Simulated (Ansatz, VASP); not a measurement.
## SrHf in VASP and in Ansatz

```
Sr Hf
1.0
     1.66122    0.95911    5.29131
    -1.66122    0.95911    5.29131
     0.00000   -1.91822    5.29131
Sr Hf
1 1
Direct
  0.00000 0.00000 0.00000
  0.50000 0.50000 0.50000
```

Alike in both runs: task relaxation of cell and atoms; functional PBE; k mesh 6 × 6 × 6; occupations gaussian, width 0.1 eV; no spin polarisation.

|  | VASP | Ansatz |
| --- | --- | --- |
| version | VASP 6.6.1 | Ansatz 0.2.0 |
| potentials or method | VASP PAW PBE potentials, release 64 (Sr_sv, Hf_pv), cutoff 600 eV | scalar-relativistic, plane waves, PAW |
| valence electrons in the cell | 20 | 36 |

```tsv
	VASP	Ansatz	Ansatz less VASP
gap on the k mesh at the Fermi level, each at its own relaxed structure (eV)	none	none	-
relaxed volume (Å³/atom)	30.39	30.48	+0.084
relaxed length of the cell vector where the two differ most in proportion (Å)	6.333	6.327	-0.0060
```

A gap of «none» marks a metal or a gap that the smearing closes. VASP's potentials hold 20 valence electrons a cell and Ansatz's 36, so a difference there can come from the potentials and not from the codes.

The k mesh is coarse, so the values compare programs but aren't converged. Neither program's run includes spin-orbit coupling. Noted on VASP's run: the volume moved by over 15 % at a fixed basis, so the end points are rough.
